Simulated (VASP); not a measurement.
## Ru: single point with PBEsol

The system is Ru.

```
Ru
1.0
     2.70580   -0.01353   -0.01353
    -1.36462    2.35006   -0.00495
    -0.02141   -0.02141    4.28190
Ru
2
Direct
  0.33333 0.66667 0.25000
  0.66667 0.33333 0.75000
```

This cell differs from its parent crystal: equal xy, yz and zx shear strains of -1 %.

- Program: VASP 6.6.1
- Task: single point
- Functional: PBEsol
- Potentials or basis: VASP PAW PBE potentials, release 64 (Ru_pv)
- Cutoff: 520 eV
- k mesh: 14 × 14 × 8
- Occupations: fermi-dirac, width 0.03 eV
- Spin: no spin polarisation
- Dipole correction: no
- Further INCAR settings: ALGO = Normal; EDIFF = 1e-06; NBANDS = 21

The pressure is -6.2 GPa and the largest force is 0.048 eV/Å. The band gap on the k mesh is zero (bands 14 and 15 overlap by 3.17 eV).

Forces in eV/Å, atoms in the order of the input:
```
Ru   0.048 -0.001  0.005
Ru  -0.048  0.001 -0.005
```

Stress tensor (GPa, compression positive):
```
-5.52  1.97  1.98
 1.97 -5.53  1.98
 1.98  1.98 -7.54
```

Levels at points of the mesh, in eV from the Fermi level:
| k point | band 10 | band 11 | band 12 | band 13 | band 14 | band 15 | band 16 | band 17 | band 18 | band 19 |
| --- | --- | --- | --- | --- | --- | --- | --- | --- | --- | --- |
| (0.00, 0.00, 0.00) | -2.50 | -2.43 | -1.99 | -1.82 | -1.40 | -1.35 | 1.18 | 1.23 | 1.25 | 10.18 |
| (0.50, 0.00, 0.00) | -3.07 | -2.07 | -1.78 | -1.45 | 1.48 | 1.89 | 1.94 | 4.11 | 6.17 | 10.28 |
| (0.00, 0.50, 0.00) | -3.02 | -2.08 | -1.81 | -1.51 | 1.46 | 1.87 | 1.95 | 4.07 | 6.11 | 10.28 |
| (0.50, 0.50, 0.00) | -2.96 | -2.08 | -1.85 | -1.56 | 1.44 | 1.86 | 1.96 | 4.03 | 6.05 | 10.28 |
| (0.00, 0.00, 0.50) | -2.83 | -2.76 | -2.76 | -2.64 | -2.64 | 0.47 | 0.51 | 0.63 | 0.66 | 10.29 |
| (0.50, 0.00, 0.50) | -4.50 | -1.11 | -1.07 | 0.43 | 0.49 | 1.70 | 1.76 | 3.37 | 3.48 | 10.25 |
| (0.00, 0.50, 0.50) | -4.51 | -1.06 | -1.03 | 0.42 | 0.46 | 1.69 | 1.73 | 3.34 | 3.42 | 10.24 |
| (0.50, 0.50, 0.50) | -4.53 | -1.01 | -1.00 | 0.42 | 0.43 | 1.69 | 1.70 | 3.32 | 3.35 | 10.24 |

It took 2.5 min on 1 thread of AMD EPYC 9R45 96-Core Processor (Zen 5), on a shared host, peak memory 0.39 GiB.

Caveat: the cell differs from its parent crystal (equal xy, yz and zx shear strains of -1 %); the cell stands under tension; the PAW data sets were made with another functional, which shifts forces and pressure a little.
